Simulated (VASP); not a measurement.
Set up this calculation in VASP 6.6.1, as the native input.

```
Task                   : single point
Functional             : PBEsol
Potentials or basis    : VASP PAW PBE potentials, release 64 (W_sv)
Cutoff                 : 520 eV
k mesh                 : 16 × 16 × 16
Occupations            : gaussian, width 0.05 eV
Spin                   : no spin polarisation
Dipole correction      : no
Further INCAR settings : ALGO = Normal; EDIFF = 1e-06; NBANDS = 13
```

The structure of W lies in POSCAR:

```
W
1.0
   -1.5765225432      1.5765225432      1.5765225432
    1.5765225432     -1.5765225432      1.5765225432
    1.5765225432      1.5765225432     -1.5765225432
W
1
Direct
    0.0000000000      0.0000000000      0.0000000000
```

One way to write it, as run:

INCAR

```
SYSTEM = W
PREC = Accurate
ENCUT = 520
EDIFF = 1E-6
ISMEAR = 0
SIGMA = 0.05
LREAL = .False.
LASPH = .True.
NELM = 80
ALGO = Normal
ISIF = 2
LWAVE = .False.
LCHARG = .False.
GGA = PS
NBANDS = 13
```

KPOINTS

```
Automatic mesh
0
Gamma
  16 16 16
  0 0 0
```

Potentials or basis: VASP PAW PBE potentials, release 64 (W_sv).

Command:

```bash
$ cat potpaw_PBE.64/W_sv/POTCAR > POTCAR
$ mpirun -np 1 vasp_std > vasp.out
```

It gave:

```yaml
Pressure: 0.6 GPa
Band_gap_on_the_k_mesh: zero (band 7 reaches 16.70 eV, above the bottom of band 8 at 10.19 eV)
```

Caveat: the PAW data sets were made with another functional, which shifts forces and pressure a little; spin-orbit coupling is left out, which moves the levels of the heavy elements.

Run time: 21 s on 1 thread of Intel Xeon 8259CL, with other jobs on the host, peak memory 0.15 GiB.
